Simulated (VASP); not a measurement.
# TaN (Amm2) in VASP: notebook

TaN is run at these levels: r2SCAN; tasks: single point.

All numbers are computed with VASP 6.6.1; they aren't measurements. Logs are shortened: lines on timing, memory, paths and dates and some standing lists are left out, and cuts for length are marked.

## Step 1: The cell of the first run

The structure is orthorhombic, space group Amm2 (No. 38). The conventional cell has a = 2.883 Å, b = 2.938 Å, c = 5.012 Å, α = 90.00°, β = 90.00°, γ = 90.00°. Within 3.0 Å of Ta (site symmetry mm2) lie 6 N at 2.21 to 2.22 Å and 8 Ta at 2.88 to 2.94 Å. N (site symmetry mm2) has 6 Ta at 2.21 to 2.22 Å and 8 N at 2.88 to 2.94 Å within 3.0 Å.

## Step 2: Single point, r2SCAN (strain -0.0150 x Voigt [0, 1, 0, 0, 0, 0])

POSCAR reads:

```
TaN
1.0
    2.9379988584      0.0000000000      0.0000000000
   -1.4689994292      2.5062159230      0.0000000000
    0.0000000000      0.0000000000      2.8830000000
Ta N
1 1
Direct
    0.3333333333      0.6666666667      0.5000000000
    0.0000000000      0.0000000000      0.0000000000
```

INCAR.step1 reads:

```
  PREC = Accurate
  ENCUT = 520
  ISMEAR = 0
  SIGMA = 0.15
  LREAL = F
  LASPH = T
  NELM = 100
  NBANDS = 15
  GGA = PE
  ALGO = Normal
  EDIFF = 1E-4
  LWAVE = T
  LCHARG = F
```

INCAR.step2 reads:

```
  PREC = Accurate
  ENCUT = 520
  EDIFF = 1E-7
  ISMEAR = 0
  SIGMA = 0.15
  LREAL = F
  LASPH = T
  NELM = 100
  ALGO = Normal
  ISIF = 2
  LWAVE = F
  LCHARG = F
  METAGGA = R2SCAN
  LMIXTAU = T
  NBANDS = 15
  ISTART = 1
```

KPOINTS reads:

```
Automatic mesh
0
Gamma
  18 18 16
```

Potentials or basis: VASP PAW PBE potentials, release 64 (Ta_pv, N).

Started as:

```
cat potpaw_PBE.64/Ta_pv/POTCAR potpaw_PBE.64/N/POTCAR > POTCAR
cp INCAR.step1 INCAR
mpirun -np 1 vasp_std > vasp.out
cp INCAR.step2 INCAR
mpirun -np 1 vasp_std > vasp.out
```

OUTCAR:

```text
PREC = Accurate
   ENCUT = 520
   EDIFF = 1E-7
   ISMEAR = 0
   LREAL = F
   LASPH = T
   NELM = 100
   ISIF = 2
   METAGGA = R2SCAN
   ISTART = 1

 ion  position               nearest neighbor table
   1  0.333  0.667  0.500-   2 2.21   2 2.21   2 2.22   2 2.22   2 2.22   2 2.22
   2  0.000  0.000  0.000-   1 2.21   1 2.21   1 2.22   1 2.22   1 2.22   1 2.22

  Warning from LATTYP: Monoclinic adjustment (A1->A3, A2->A1, A3->A2)!
  LATTYP: Found a base centered orthorhombic cell.
 ALAT       =     2.9379988584
 B/A-ratio  =     1.7060700455
 C/A-ratio  =     0.9812801635

  Lattice vectors:

 A1 = (   1.4689994292,  -2.5062159230,   0.0000000000)
 A2 = (   1.4689994292,   2.5062159230,   0.0000000000)
 A3 = (   0.0000000000,   0.0000000000,   2.8830000000)

Analysis of symmetry for initial positions (statically):
=====================================================================
 Subroutine PRICEL returns:
 Original cell was already a primitive cell.

 Routine SETGRP: Setting up the symmetry group for a
 base centered orthorhombic supercell.

 Subroutine GETGRP returns: Found  4 space group operations
 (whereof  4 operations were pure point group operations)
 out of a pool of  8 trial point group operations.

The static configuration has the point symmetry C_2v.

Analysis of symmetry for dynamics (positions and initial velocities):
=====================================================================
 Subroutine PRICEL returns:
 Original cell was already a primitive cell.

 Routine SETGRP: Setting up the symmetry group for a
 base centered orthorhombic supercell.

 Subroutine GETGRP returns: Found  4 space group operations
 (whereof  4 operations were pure point group operations)
 out of a pool of  8 trial point group operations.

The dynamic configuration has the point symmetry C_2v.

 Subroutine INISYM returns: Found  4 space group operations
 (whereof  4 operations are pure point group operations),
 and found     1 'primitive' translations

----------------------------------------------------------------------------------------

                                     Primitive cell

  volume of cell :      21.2283

  direct lattice vectors                    reciprocal lattice vectors
     2.937998858  0.000000000  0.000000000     0.340367729  0.199503959  0.000000000
    -1.468999429  2.506215923  0.000000000     0.000000000  0.399007919  0.000000000
     0.000000000  0.000000000  2.883000000     0.000000000  0.000000000  0.346860909

  length of vectors
     2.937998858  2.905009049  2.883000000     0.394527592  0.399007919  0.346860909

  position of ions in fractional coordinates (direct lattice)
     0.333333333  0.666666667  0.500000000
     0.000000000  0.000000000  0.000000000

  ion indices of the primitive-cell ions
   primitive index   ion index
                 1           1
                 2           2

----------------------------------------------------------------------------------------

 KPOINTS: Automatic mesh

Automatic generation of k-mesh.
 Grid dimensions read from file:
 generate k-points for:   18   18   16

 Generating k-lattice:

  Cartesian coordinates                     Fractional coordinates (reciprocal lattice)
     0.018909318  0.011083553  0.000000000     0.055555556  0.000000000  0.000000000
     0.000000000  0.022167107  0.000000000     0.000000000  0.055555556  0.000000000
     0.000000000  0.000000000  0.021678807     0.000000000  0.000000000  0.062500000

  Length of vectors
     0.021918200  0.022167107  0.021678807

  Shift w.r.t. Gamma in fractional coordinates (k-lattice)
     0.000000000  0.000000000  0.000000000

 Subroutine IBZKPT returns following result:
 ===========================================

 Found    819 irreducible k-points:

 Following reciprocal coordinates:
            Coordinates               Weight
  0.000000  0.000000  0.000000      1.000000
  0.055556  0.000000  0.000000      4.000000
  0.111111  0.000000  0.000000      4.000000
  0.166667 -0.000000  0.000000      4.000000
  0.222222 -0.000000  0.000000      4.000000
  0.277778 -0.000000  0.000000      4.000000
[... 16 lines left out ...]
 -0.333333  0.055556  0.000000      4.000000
 -0.277778  0.055556  0.000000      4.000000
 [... further k-points ...]
   k-points           NKPTS =    819   k-points in BZ     NKDIM =    819   number of bands    NBANDS=     15
   number of dos      NEDOS =    301   number of ions     NIONS =      2
   total plane-waves  NPLWV =  13824
   dimension x,y,z NGX =    24 NGY =   24 NGZ =   24
   dimension x,y,z NGXF=    48 NGYF=   48 NGZF=   48
   ions per type =               1   1
   NGX,Y,Z   is equivalent  to a cutoff of  13.58, 13.73, 13.84 a.u.
   NGXF,Y,Z  is equivalent  to a cutoff of  27.16, 27.47, 27.68 a.u.
 SYSTEM =  unknown system
   PREC   = accura    normal or accurate (medium, high low for compatibility)
   ISTART =      1    job   : 0-new  1-cont  2-samecut
[... 36 lines left out ...]
   LEPSILON=     F    determine dielectric tensor
   LRPA    =     F    only Hartree local field effects (RPA)
 non-spin polarized calculation
 Gauss-broadening in eV      SIGMA  =   0.15
  energy-cutoff  :      520.00
  volume of cell :       21.23
 maximum number of plane-waves:       593
 NGX is ok and might be reduce to    24
   NGX = 11   NGY = 11   NGZ = 11

 number of electron      15.9999999 magnetization

 Free energy of the ion-electron system (eV)
  ---------------------------------------------------
  ext. energy  EPLUGINS =         0.00000000
  ---------------------------------------------------
  free energy    TOTEN  =       -60.38267192 eV

  energy without entropy =      -60.38223922  energy(sigma->0) =      -60.38245557

 E-fermi :   8.3388     XC(G=0): -14.4434

 val. band max:        8.3260709280   @ k =   0.0000   0.0000   0.3750
 cond. band min:       8.4120336219   @ k =   0.0000   0.0556   0.3750
 fundamental gap:      0.0859626939
 Fermi energy:         8.3388009373

 k-point     1 :       0.0000    0.0000    0.0000
  band No.  band energies     occupation
      1     -27.7409      2.00000
      2     -27.4603      2.00000
      3     -27.4259      2.00000
      4     -10.5407      2.00000
      5       3.4394      2.00000
      6       3.6272      2.00000
      7       3.9030      2.00000
      8       5.1623      2.00000
      9      11.0505      0.00000
     10      12.0487      0.00000
     11      12.2662      0.00000
     12      12.6443      0.00000
     13      12.7122      0.00000
     14      19.0416      0.00000
     15      22.5132      0.00000

 k-point     2 :       0.0556    0.0000    0.0000
  band No.  band energies     occupation
      1     -27.7362      2.00000
      2     -27.4929      2.00000
      3     -27.4385      2.00000
      4     -10.4741      2.00000
      5       3.2713      2.00000
      6       3.6478      2.00000
      7       3.9949      2.00000
      8       5.0639      2.00000
      9      11.2963      0.00000
     10      11.9387      0.00000
     11      12.2495      0.00000
     12      12.6493      0.00000
     13      12.7658      0.00000
     14      19.0417      0.00000
     15      22.4931      0.00000

 k-point     3 :       0.1111    0.0000    0.0000
  band No.  band energies     occupation
      1     -27.7226      2.00000
      2     -27.5965      2.00000
      3     -27.4634      2.00000
      4     -10.2817      2.00000
      5       2.7875      2.00000
      6       3.7808      2.00000
      7       4.2357      2.00000
      8       4.7959      2.00000
      9      11.5230      0.00000
     10      12.0203      0.00000
     11      12.2734      0.00000
     12      12.5576      0.00000
     13      13.0032      0.00000
     14      19.0417      0.00000
     15      22.4433      0.00000
[... 343 lines left out ...]
 k-point    23 :      -0.3333    0.0556    0.0000
  band No.  band energies     occupation
      1     -28.2299      2.00000
      2     -27.6338      2.00000
      3     -27.6228      2.00000
      4      -8.9898      2.00000
      5       0.6295      2.00000
      6       3.4126      2.00000
      7       4.4188      2.00000
      8       5.3257      2.00000
      9      10.6900      0.00000
     10      11.7671      0.00000
     11      13.0802      0.00000
     12      14.1197      0.00000
     13      15.0972      0.00000
     14      19.0412      0.00000
     15      22.8761      0.00000

 k-point    24 :      -0.2778    0.0556    0.0000
  band No.  band energies     occupation
      1     -28.0459      2.00000
      2     -27.6606      2.00000
      3     -27.5767      2.00000
      4      -9.3857      2.00000
      5       1.1657      2.00000
      6       3.7777      2.00000
      7       4.2964      2.00000
      8       5.1291      2.00000
      9      10.5603      0.00000
     10      11.9802      0.00000
     11      12.7541      0.00000
     12      13.9117      0.00000
     13      14.3428      0.00000
     14      19.0416      0.00000
     15      22.6216      0.00000

 [... further k-points ...]

------------------------ aborting loop because EDIFF is reached ----------------------------------------

  FORCE on cell =-STRESS in cart. coord.  units (eV):
  Direction    XX          YY          ZZ          XY          YZ          ZX
  --------------------------------------------------------------------------------------
  -------------------------------------------------------------------------------------
  Total        0.5918396      1.5660259      0.6013538      0.0000000      0.0000000      0.0000000
  in kB       44.6683424    118.1938173     45.3864178      0.0000000      0.0000000      0.0000000
  external PRESSURE =      69.4161925 kB  Pullay stress =       0.0000000 kB

 VOLUME and BASIS-vectors are now :
 -----------------------------------------------------------------------------
  energy-cutoff  :      520.00
  volume of cell :       21.23
      direct lattice vectors                 reciprocal lattice vectors
     2.937998858  0.000000000  0.000000000     0.340367729  0.199503959  0.000000000
    -1.468999429  2.506215923  0.000000000     0.000000000  0.399007919  0.000000000
     0.000000000  0.000000000  2.883000000     0.000000000  0.000000000  0.346860909

 POSITION                                       TOTAL-FORCE (eV/Angst)
 -----------------------------------------------------------------------------------
     -0.00000      1.67081      1.44150        -0.000000      0.029266      0.000000
      0.00000      0.00000      0.00000         0.000000     -0.029266      0.000000
 -----------------------------------------------------------------------------------
    total drift:                                0.000000     -0.000430      0.000000

  FREE ENERGIE OF THE ION-ELECTRON SYSTEM (eV)
  ---------------------------------------------------
  free  energy   TOTEN  =       -60.3826719167 eV

  energy  without entropy=      -60.3822392169  energy(sigma->0) =      -60.38245557
```

It took 11 min on 1 thread of Intel Xeon Platinum 8259CL at 2.50GHz (Skylake/Cascade Lake), shared host; peak memory 0.37 GiB.

What came out:

| Item | Value |
| --- | --- |
| Free energy | -60.3827 eV |
| Pressure | 6.9 GPa |
| Largest force | 0.029 eV/Å |
| Band gap on the k mesh | zero (bands 8 and 9 overlap by 0.43 eV) |

Forces on the atoms (eV/Å):
```
Ta   0.000  0.029  0.000
N    0.000 -0.029  0.000
```

Stress tensor (GPa, compression positive):
```
 4.47  0.00  0.00
 0.00 11.82  0.00
 0.00  0.00  4.54
```

Levels at points of the mesh, in eV from the Fermi level:
| k point | band 5 | band 6 | band 7 | band 8 | band 9 | band 10 | band 11 | band 12 |
| --- | --- | --- | --- | --- | --- | --- | --- | --- |
| (0.00, 0.00, 0.00) | -4.90 | -4.71 | -4.44 | -3.18 | 2.71 | 3.71 | 3.93 | 4.31 |
| (0.50, 0.00, 0.00) | -8.67 | -5.56 | -3.66 | -3.32 | 3.33 | 4.36 | 5.65 | 5.65 |
| (0.00, 0.50, 0.00) | -8.63 | -5.57 | -3.61 | -3.44 | 3.19 | 4.32 | 5.60 | 5.68 |
| (0.00, 0.00, 0.50) | -9.79 | -3.96 | -3.90 | -0.23 | 0.11 | 2.35 | 3.67 | 3.84 |
| (0.50, 0.00, 0.50) | -7.68 | -6.49 | -5.89 | -0.53 | 4.63 | 5.64 | 6.22 | 7.65 |
| (0.00, 0.50, 0.50) | -7.69 | -6.51 | -6.06 | -0.38 | 4.59 | 5.73 | 6.26 | 7.68 |

Caveat: the cell differs from its parent crystal (strain -0.0150 x Voigt [0, 1, 0, 0, 0, 0]); the stress differs along the axes, from 4 to 12 GPa; the PAW data sets were made with another functional, which shifts forces and pressure a little; spin-orbit coupling is left out, which moves the levels of the heavy elements.

## Step 3: Single point, r2SCAN (strain +0.0150 x Voigt [0, 1, 0, 0, 0, 0])

POSCAR reads:

```
TaN
1.0
    2.9379988584      0.0000000000      0.0000000000
   -1.4689994292      2.5825473724      0.0000000000
    0.0000000000      0.0000000000      2.8830000000
Ta N
1 1
Direct
    0.3333333333      0.6666666667      0.5000000000
    0.0000000000      0.0000000000      0.0000000000
```

INCAR.step1 reads:

```
PREC = Accurate ; ENCUT = 520
ISMEAR = 0 ; SIGMA = 0.15
LREAL = False ; LASPH = True
NELM = 100 ; NBANDS = 15
GGA = PE ; ALGO = Normal
EDIFF = 1E-4 ; LWAVE = True
LCHARG = False
```

INCAR.step2 reads:

```
PREC = Accurate ; ENCUT = 520
EDIFF = 1E-7 ; ISMEAR = 0
SIGMA = 0.15 ; LREAL = False
LASPH = True ; NELM = 100
ALGO = Normal ; ISIF = 2
LWAVE = False ; LCHARG = False
METAGGA = R2SCAN ; LMIXTAU = True
NBANDS = 15 ; ISTART = 1
```

KPOINTS reads:

```
regular mesh
0
Gamma
  18 18 16
```

Potentials or basis: VASP PAW PBE potentials, release 64 (Ta_pv, N).

Started as:

```
cat potpaw_PBE.64/Ta_pv/POTCAR potpaw_PBE.64/N/POTCAR > POTCAR
cp INCAR.step1 INCAR
mpirun -np 1 vasp_std > vasp.out
cp INCAR.step2 INCAR
mpirun -np 1 vasp_std > vasp.out
```

Wall time 12 min (1 thread of Intel Xeon Platinum 8259CL at 2.50GHz (Skylake/Cascade Lake), shared host); peak memory 0.37 GiB.

The run converged. Its results:

| Quantity | Value |
| --- | --- |
| Free energy | -60.3883 eV |
| Pressure | -3.7 GPa |
| Largest force | 0.014 eV/Å |
| Band gap on the k mesh | zero (bands 8 and 9 overlap by 0.25 eV) |

Forces on the atoms (eV/Å):
```
Ta   0.000 -0.014  0.000
N    0.000  0.014  0.000
```

Stress tensor (GPa, compression positive):
```
-2.04  0.00  0.00
 0.00 -8.73  0.00
 0.00  0.00 -0.18
```

Levels at points of the mesh, in eV from the Fermi level:
```
           k point  band 4  band 5  band 6  band 7  band 8  band 9  band 10  band 11  band 12  band 13
(0.00, 0.00, 0.00)  -18.69   -4.91   -4.71   -4.29   -3.07    2.31     3.64     3.84     4.14     4.20
(0.50, 0.00, 0.00)  -16.47   -8.52   -5.30   -3.52   -3.44    3.16     3.98     5.31     5.49     7.82
(0.00, 0.50, 0.00)  -16.52   -8.56   -5.30   -3.57   -3.34    3.28     4.02     5.28     5.54     7.78
(0.00, 0.00, 0.50)  -16.12   -9.61   -4.00   -3.94   -0.22    0.10     2.45     3.45     3.61     8.72
(0.50, 0.00, 0.50)  -16.74   -7.55   -6.39   -5.95   -0.46    4.35     5.34     6.07     7.32    10.49
(0.00, 0.50, 0.50)  -16.76   -7.54   -6.37   -5.79   -0.61    4.39     5.29     6.00     7.31    10.38
```

Caveat: the cell differs from its parent crystal (strain +0.0150 x Voigt [0, 1, 0, 0, 0, 0]); the stress differs along the axes, from -9 to -0 GPa; the PAW data sets were made with another functional, which shifts forces and pressure a little; spin-orbit coupling is left out, which moves the levels of the heavy elements.

## Step 4: Single point, r2SCAN (strain +0.0300 x Voigt [0, 1, 0, 0, 0, 0])

POSCAR reads:

```
TaN
1.0
    2.9379988584      0.0000000000      0.0000000000
   -1.4689994292      2.6207130971      0.0000000000
    0.0000000000      0.0000000000      2.8830000000
Ta N
1 1
Direct
    0.3333333333      0.6666666667      0.5000000000
    0.0000000000      0.0000000000      0.0000000000
```

INCAR.step1 reads:

```
PREC = Accurate ; ENCUT = 520
ISMEAR = 0 ; SIGMA = 0.15
LREAL = F ; LASPH = T
NELM = 60 ; NBANDS = 15
GGA = PE ; ALGO = Normal
EDIFF = 1E-4 ; LWAVE = T
LCHARG = F
```

INCAR.step2 reads:

```
PREC = Accurate ; ENCUT = 520
EDIFF = 1E-6 ; ISMEAR = 0
SIGMA = 0.15 ; LREAL = F
LASPH = T ; NELM = 60
ALGO = Normal ; ISIF = 2
LWAVE = F ; LCHARG = F
METAGGA = R2SCAN ; LMIXTAU = T
NBANDS = 15 ; ISTART = 1
```

KPOINTS is that of step 3.

Started as:

```
cat potpaw_PBE.64/Ta_pv/POTCAR potpaw_PBE.64/N/POTCAR > POTCAR
cp INCAR.step1 INCAR
mpirun -np 1 vasp_std > vasp.out
cp INCAR.step2 INCAR
mpirun -np 1 vasp_std > vasp.out
```

It took 9.7 min on 1 thread of Intel Xeon Platinum 8259CL at 2.50GHz (Skylake/Cascade Lake), shared host; peak memory 0.38 GiB.

It converged, with:

| Quantity | Value |
| --- | --- |
| Free energy | -60.3618 eV |
| Pressure | -8.2 GPa |
| Largest force | 0.013 eV/Å |
| Band gap on the k mesh | zero (bands 8 and 9 overlap by 0.16 eV) |

Forces on the atoms (eV/Å):
```
Ta   0.000 -0.013  0.000
N    0.000  0.013  0.000
```

Stress tensor (GPa, compression positive):
```
 -4.72   0.00   0.00
  0.00 -17.71   0.00
  0.00   0.00  -2.17
```

Levels at points of the mesh, in eV from the Fermi level:
```tsv
k point	band 5	band 6	band 7	band 8	band 9	band 10	band 11	band 12
(0.00, 0.00, 0.00)	-4.99	-4.61	-4.20	-3.00	2.14	3.52	3.91	4.05
(0.50, 0.00, 0.00)	-8.43	-5.16	-3.49	-3.43	3.10	3.79	5.19	5.43
(0.00, 0.50, 0.00)	-8.50	-5.16	-3.53	-3.28	3.34	3.88	5.11	5.52
(0.00, 0.00, 0.50)	-9.51	-4.03	-3.90	-0.35	0.27	2.51	3.28	3.60
(0.50, 0.00, 0.50)	-7.46	-6.32	-5.95	-0.41	4.23	5.17	6.04	7.17
(0.00, 0.50, 0.50)	-7.45	-6.28	-5.65	-0.70	4.30	5.11	5.88	7.14
```

Caveat: the cell differs from its parent crystal (strain +0.0300 x Voigt [0, 1, 0, 0, 0, 0]); the stress differs along the axes, from -18 to -2 GPa; the PAW data sets were made with another functional, which shifts forces and pressure a little; spin-orbit coupling is left out, which moves the levels of the heavy elements.

## Step 5: The runs side by side

| cell | gap on the mesh (eV) | pressure (GPa) | largest force (eV/Å) |
| --- | --- | --- | --- |
| a = 2.938, b = 2.905, c = 2.883 Å, angles 90.0, 90.0, 120.4°, 2 atoms | none | 6.9 | 0.03 |
| a = 2.938, b = 2.971, c = 2.883 Å, angles 90.0, 90.0, 119.6°, 2 atoms | none | -3.7 | 0.01 |
| a = 2.938, b = 3.004, c = 2.883 Å, angles 90.0, 90.0, 119.3°, 2 atoms | none | -8.2 | 0.01 |

Alike in all rows: task single point; level r2SCAN; potentials or basis VASP PAW PBE potentials, release 64 (Ta_pv, N); no spin polarisation; k mesh 18 × 18 × 16; cutoff (eV) 520; smearing gaussian 0.15 eV.

Caveats: the PAW data sets were made with another functional, which shifts forces and pressure a little; spin-orbit coupling is left out, which moves the levels of the heavy elements; the stress differs along the axes, from 4 to 12 GPa (at least some runs); the stress differs along the axes, from -9 to -0 GPa (at least some runs); the stress differs along the axes, from -18 to -2 GPa (at least some runs).

Absolute energies hang on the potentials; compare differences alone.

The gap in the log of VASP goes by the Fermi energy; the results here count the filled bands.